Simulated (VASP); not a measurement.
## KCl: vibrations by perturbation theory with PBEsol

Crystal: KCl.

```
K Cl
1.0
     0.00000    3.47328    3.47328
     3.47328    0.00000    3.47328
     3.47328    3.47328    0.00000
K Cl
1 1
Direct
  0.00000 0.00000 0.00000
  0.25000 0.25000 0.25000
```

- Program: VASP 6.6.1
- Task: vibrations by perturbation theory
- Functional: PBEsol
- Potentials or basis: VASP PAW PBE potentials, release 64 (K_sv, Cl)
- Cutoff: 520 eV
- k mesh: 6 × 6 × 6
- Occupations: gaussian, width 0.01 eV
- Spin: no spin polarisation
- Dipole correction: no
- Further INCAR settings: ALGO = Normal; EDIFF = 1e-08; NBANDS = 15; IBRION = 8; NSW = 1

```yaml
Electronic_dielectric_tensor_diagonal: 1.95
Born_charges_mean_of_the_diagonal: K +1.04; Cl -1.04 e
Highest_phonon_frequency_at_Γ_LO-TO_splitting_left_out: 153 cm⁻¹
```

Phonon frequencies in cm⁻¹ (negative: imaginary):
```tsv
q point	frequencies
(0.000, 0.000, 0.000)	0 0 0 153 153 153
```

Electronic dielectric tensor:
```
1.95 0.00 0.00
0.00 1.95 0.00
0.00 0.00 1.95
```

Born effective charge tensors (e):
atom 1, K
```
1.04 0.00 0.00
0.00 1.04 0.00
0.00 0.00 1.04
```
atom 2, Cl
```
-1.04  0.00  0.00
 0.00 -1.04  0.00
 0.00  0.00 -1.04
```

Run time: 6.1 min on 1 thread of Intel(R) Xeon(R) 6975P-C (Granite Rapids), on a shared host, peak memory 0.39 GiB.

Caveat: the structure was generated, so it needn't be the stable form of KCl.
